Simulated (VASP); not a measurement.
Here is a VASP 6.6.1 calculation.

The input INCAR:

```
SYSTEM = N
ALGO = Normal ; EDIFF = 1E-6
ENCUT = 600 ; GGA = PS
GGA_COMPAT = .FALSE. ; ISIF = 2
ISMEAR = -1 ; LASPH = .TRUE.
LCHARG = .TRUE. ; LELF = .TRUE.
LREAL = .FALSE. ; LVHAR = .TRUE.
LWAVE = .FALSE. ; NBANDS = 12
NELM = 120 ; PREC = Accurate
SIGMA = 0.02
```

File KPOINTS:

```
k-points
0
G
  8 8 7
  0 0 0
```

File POSCAR:

```
N
1.0
    2.4737762362     -0.0000000028      0.0000000000
   -1.2368881157      2.1423530653      0.0000000000
    0.0000000000      0.0000000000      2.3809629194
N
2
Direct
    0.6666666667      0.3333333333      0.2500000000
    0.3333333333      0.6666666667      0.7500000000
```

Potentials or basis: VASP PAW PBE potentials, release 64 (N).

Command:

```bash
$ cat potpaw_PBE.64/N/POTCAR > POTCAR
$ mpirun -np 1 vasp_std > vasp.out
```

Problem. Estimate the pressure.

Solution. 14.6 GPa.

Problem. What does it give for the band gap on the k mesh?

Solution. Zero (band 5 reaches 9.21 eV, above the bottom of band 6 at 5.54 eV).

Stress tensor (GPa, compression positive):
```
14.52  0.00  0.00
 0.00 14.52  0.00
 0.00  0.00 14.66
```

Caveat: the k points lie up to 0.38 Å⁻¹ apart; the PAW data sets were made with another functional, which shifts forces and pressure a little.
